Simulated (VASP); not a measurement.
The system is Mg2S.

```
Mg S
1.0
    -3.57257    3.57257    2.71637
     3.57257   -3.57257    2.71637
     3.57257    3.57257   -2.71637
Mg S
4 2
Direct
  0.16966 0.65587 0.82552
  0.34413 0.16966 0.51379
  0.65587 0.83034 0.48621
  0.83034 0.34413 0.17448
  0.66667 0.66667 0.00000
  0.33333 0.33333 0.00000
```

```yaml
Program: VASP 6.6.1
Task: relaxation of cell and atoms
Functional: PBE
Potentials_or_basis: VASP PAW PBE potentials, release 64 (Mg, S)
Cutoff: 600 eV
k_mesh: 4 × 4 × 4
Occupations: gaussian, width 0.1 eV
Spin: no spin polarisation
```

At the start: pressure 4.1 GPa; volume 23.11 Å³/atom.

Question: Where does the relaxation end?

Answer: Over 15 steps the energy falls by 743.1 meV/atom and the volume is 20.14 Å³/atom (-12.8 %); space group I4/mcm (No. 140, to 0.05 Å).

Step by step:
| step | energy change (eV) | largest force (eV/Å) | pressure (GPa) | volume (Å³) |
| --- | --- | --- | --- | --- |
| 1 | 0.0000 | 7.5309 | 4.09 | 138.68 |
| 2 | -1.6782 | 0.6419 | -6.20 | 150.53 |
| 3 | -1.7015 | 0.4579 | -6.41 | 151.34 |
| 4 | -1.7198 | 0.1342 | -6.78 | 152.96 |
| 5 | -2.9538 | 0.5890 | -3.41 | 131.71 |
| 6 | -3.4385 | 1.6096 | 1.88 | 117.74 |
| 7 | -3.9409 | 1.0081 | 5.48 | 111.04 |
| 8 | -3.9607 | 1.0505 | 4.74 | 112.09 |
| 9 | -4.3073 | 0.5479 | 0.30 | 120.49 |
| 10 | -4.3548 | 0.3905 | -1.57 | 125.39 |
| 11 | -4.4161 | 0.2799 | -0.71 | 122.80 |
| 12 | -4.4447 | 0.1558 | 0.66 | 119.36 |
| 13 | -4.4557 | 0.1173 | 0.17 | 120.47 |
| 14 | -4.4574 | 0.0969 | -0.09 | 121.10 |
| 15 | -4.4588 | 0.0374 | 0.02 | 120.86 |

Final structure:
```
Mg S
1.0
    -2.95895    2.95895    3.45109
     2.95895   -2.95895    3.45109
     2.95895    2.95895   -3.45109
Mg S
4 2
Cartesian
  4.0256 1.0663 0.0000
  1.0663 1.8923 0.0000
  1.8926 1.0666 3.4511
  -1.0666 1.8926 3.4511
  0.0000 0.0000 5.1716
  0.0000 0.0000 1.7306
```

Caveat: the k points lie up to 0.38 Å⁻¹ apart in the final cell.
